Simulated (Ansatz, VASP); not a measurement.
**One calculation of PbO, two programs**

Contents of INCAR:

```
  ALGO = Normal
  EDIFF = 1E-7
  EDIFFG = -0.005
  ENCUT = 600
  GGA = PS
  IBRION = 2
  ISIF = 3
  ISMEAR = 0
  LASPH = T
  LCHARG = F
  LREAL = F
  LWAVE = F
  NELM = 80
  NSW = 100
  PREC = Accurate
  SIGMA = 0.02
```

KPOINTS

```
k-points
0
Gamma
  8 8 6
```

The input POSCAR:

```
PbO
1.0
    3.9744000000      0.0000000000      0.0000000000
    0.0000000000      3.9744000000      0.0000000000
    0.0000000000      0.0000000000      5.0220000000
Pb O
2 2
Direct
    0.0000000000      0.5000000000      0.2351000000
    0.5000000000      0.0000000000      0.7649000000
    0.0000000000      0.0000000000      0.0000000000
    0.5000000000      0.5000000000      0.0000000000
```

Input for Ansatz:

```yaml
crystal:
  lattice:
    - [3.9744, 0.0, 0.0]
    - [0.0, 3.9744, 0.0]
    - [0.0, 0.0, 5.022]
  atoms:
    - { symbol: Pb, position: [0.0, 0.5, 0.2351] }
    - { symbol: Pb, position: [0.5, 0.0, 0.7649] }
    - { symbol: O, position: [0.0, 0.0, 0.0] }
    - { symbol: O, position: [0.5, 0.5, 0.0] }
basis:
  ecutwfc: 420
kpoints:
  mp_grid: { grid: [8, 8, 6] }
hamiltonian:
  xc: pbesol
scf:
  occupations: { method: gaussian, width: 0.02 }
output:
  forces: true
  stress: true
  eigenvalues: true
relax:
  adjacent_minimum: "off"
  f_tol: 0.005
  max_steps: 80
  cell: { stress_tol: 0.05 }
```

Alike in both runs: task relaxation of cell and atoms; functional PBEsol; k mesh 8 × 8 × 6; occupations gaussian, width 0.02 eV; no spin polarisation.

|  | VASP | Ansatz |
| --- | --- | --- |
| version | VASP 6.6.1 | Ansatz 0.2.0 |
| potentials or method | VASP PAW PBE potentials, release 64 (Pb_d, O), cutoff 600 eV | scalar-relativistic, plane waves, PAW |
| valence electrons in the cell | 40 | 40 |

Ansatz gave:

```
gap on the k mesh at the Fermi level, each at its own relaxed structure (eV) : 1.23
relaxed volume (Å³/atom)                                                     : 20.18
relaxed cell length with the largest relative difference (Å)                 : 5.077
```

Problem. What did VASP give for the same quantities?

Solution. gap on the k mesh at the Fermi level, each at its own relaxed structure (eV): 1.21; relaxed volume (Å³/atom): 20.09; relaxed cell length with the largest relative difference (Å): 5.051.

VASP's potentials were made for PBE, not for PBEsol.

Spin-orbit coupling is off throughout.
